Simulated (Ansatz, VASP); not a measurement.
## Two plane-wave programs on MgTl2

Contents of INCAR:

```
  PREC = Accurate
  ENCUT = 600
  EDIFF = 1E-6
  ISMEAR = 0
  SIGMA = 0.1
  LREAL = F
  LASPH = T
  NELM = 100
  ALGO = Normal
  ISIF = 3
  LWAVE = F
  LCHARG = F
  GGA = PE
  IBRION = 2
  NSW = 90
  EDIFFG = -0.04
```

Contents of KPOINTS:

```
regular mesh
0
Gamma
  4 4 4
```

POSCAR

```
MgTl2
1.0
    0.0000000000      4.2635385387      4.2635385387
    4.2635385387      0.0000000000      4.2635385387
    4.2635385387      4.2635385387      0.0000000000
Mg Tl
2 4
Direct
    0.0000000000      0.0000000000      0.0000000000
    0.2500000000      0.2500000000      0.2500000000
    0.6250000000      0.6250000000      0.6250000000
    0.1250000000      0.6250000000      0.6250000000
    0.6250000000      0.6250000000      0.1250000000
    0.6250000000      0.1250000000      0.6250000000
```

Input for Ansatz:

```yaml
crystal:
  lattice:
    - [0.0, 4.2635385387, 4.2635385387]
    - [4.2635385387, 0.0, 4.2635385387]
    - [4.2635385387, 4.2635385387, 0.0]
  atoms:
    - { symbol: Mg, position: [0.0, 0.0, 0.0] }
    - { symbol: Mg, position: [0.25, 0.25, 0.25] }
    - { symbol: Tl, position: [0.625, 0.625, 0.625] }
    - { symbol: Tl, position: [0.125, 0.625, 0.625] }
    - { symbol: Tl, position: [0.625, 0.625, 0.125] }
    - { symbol: Tl, position: [0.625, 0.125, 0.625] }
basis:
  ecutwfc: 420
kpoints:
  mp_grid: { grid: [4, 4, 4] }
hamiltonian:
  xc: pbe
scf:
  occupations: { method: gaussian, width: 0.1 }
  lower_state_search: "off"
output:
  forces: true
  stress: true
  eigenvalues: true
relax:
  adjacent_minimum: "off"
  f_tol: 0.04
  max_steps: 70
  cell: { stress_tol: 0.4 }
```

Alike in both runs: task relaxation of cell and atoms; functional PBE; k mesh 4 × 4 × 4; occupations gaussian, width 0.1 eV; no spin polarisation.

|  | VASP | Ansatz |
| --- | --- | --- |
| version | VASP 6.6.1 | Ansatz 0.2.0 |
| potentials or method | VASP PAW PBE potentials, release 64 (Mg, Tl_d), cutoff 600 eV | scalar-relativistic, plane waves, PAW |
| valence electrons in the cell | 56 | 72 |

Ansatz gave:

- gap on the k mesh at the Fermi level, each at its own relaxed structure (eV): none
- relaxed volume (Å³/atom): 30.69
- relaxed length of the cell vector where the two differ most in proportion (Å): 6.386

Question: What did VASP give for the same quantities?

Answer: gap on the k mesh at the Fermi level, each at its own relaxed structure (eV): none; relaxed volume (Å³/atom): 31.15; relaxed length of the cell vector where the two differ most in proportion (Å): 6.418.

A gap of «none» marks a metal or a gap that the smearing closes. VASP's potentials hold 56 valence electrons a cell and Ansatz's 72, so a difference there can come from the potentials and not from the codes.

Spin-orbit coupling is off throughout. Noted on VASP's run: the volume moved by over 15 % at a fixed basis, so the end points are rough.
